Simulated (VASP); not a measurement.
Here is a VASP 6.6.1 calculation.

File INCAR:

```
ALGO     = Normal         # electronic algorithm
EDIFF    = 1E-6           # SCF threshold, eV
ENCUT    = 520            # plane-wave cutoff, eV
GGA      = PE             # functional
ISIF     = 2              # what is computed and relaxed
ISMEAR   = 0              # smearing method
LASPH    = True           # aspherical terms in the spheres
LCHARG   = True           # write CHGCAR
LELF     = True           # ELF
LREAL    = False          # projectors in reciprocal space
LVHAR    = True         
LWAVE    = False          # write WAVECAR
NBANDS   = 24             # bands
NELM     = 60             # most SCF steps
PREC     = Accurate       # precision mode
SIGMA    = 0.1            # smearing width, eV
```

File KPOINTS:

```
k-points
0
Gamma
  4 4 4
```

The input POSCAR:

```
CuRe3
1.0
    4.3898928000      0.0000000000      0.0000000000
    0.0000000000      4.3898928000      0.0000000000
    0.0000000000      0.0000000000      4.3898928000
Cu Re
1 3
Direct
    0.0000000000      0.0000000000      0.0000000000
    0.0000000000      0.5000000000      0.5000000000
    0.5000000000      0.0000000000      0.5000000000
    0.5000000000      0.5000000000      0.0000000000
```

Potentials or basis: VASP PAW PBE potentials, release 64 (Cu, Re).

Run with:

```sh
$ cat potpaw_PBE.64/Cu/POTCAR potpaw_PBE.64/Re/POTCAR > POTCAR
$ mpirun -np 1 vasp_std > vasp.out
```

(1) Predict the band gap on the k mesh.

(2) Predict the pressure.

## Answers

(1) zero (bands 16 and 17 overlap by 1.46 eV).

(2) -48.1 GPa.

Caveat: the cell stands under tension; spin-orbit coupling is left out, which moves the levels of the heavy elements.
